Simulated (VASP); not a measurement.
A run of VASP 6.6.1:

File INCAR:

```
SYSTEM = MgS
PREC = Accurate
ENCUT = 520
EDIFF = 1E-7
ISMEAR = 0
SIGMA = 0.01
LREAL = .FALSE.
LASPH = .TRUE.
NELM = 100
ALGO = Normal
ISIF = 2
LWAVE = .FALSE.
LCHARG = .TRUE.
GGA = CA
LELF = .TRUE.
LVHAR = .TRUE.
NBANDS = 16
```

Contents of KPOINTS:

```
Automatic mesh
0
G
  6 6 4
  0 0 0
```

File POSCAR:

```
MgS
1.0
    3.9851292868     -0.0000000029      0.0000000000
   -1.9925646409      3.4512232012      0.0000000000
    0.0000000000      0.0000000000      6.3573221188
Mg S
2 2
Direct
    0.6666666667      0.3333333333      0.4965389993
    0.3333333333      0.6666666667      0.9965389993
    0.3333333333      0.6666666667      0.3784600007
    0.6666666667      0.3333333333      0.8784600007
```

Potentials or basis: VASP PAW LDA potentials, release 64 (Mg, S).

Launch:

```bash
$ cat potpaw_LDA.64/Mg/POTCAR potpaw_LDA.64/S/POTCAR > POTCAR
$ mpirun -np 1 vasp_std > vasp.out
```

Hardware: 1 thread of Intel Xeon 6975P-C (shared host).

**Question.** How long does it take, and how much memory?

**Answer.** Wall time 26 s on 1 thread of Intel Xeon 6975P-C, on a shared host, peak memory 0.18 GiB. Counts: scf iterations 13, k points 21.
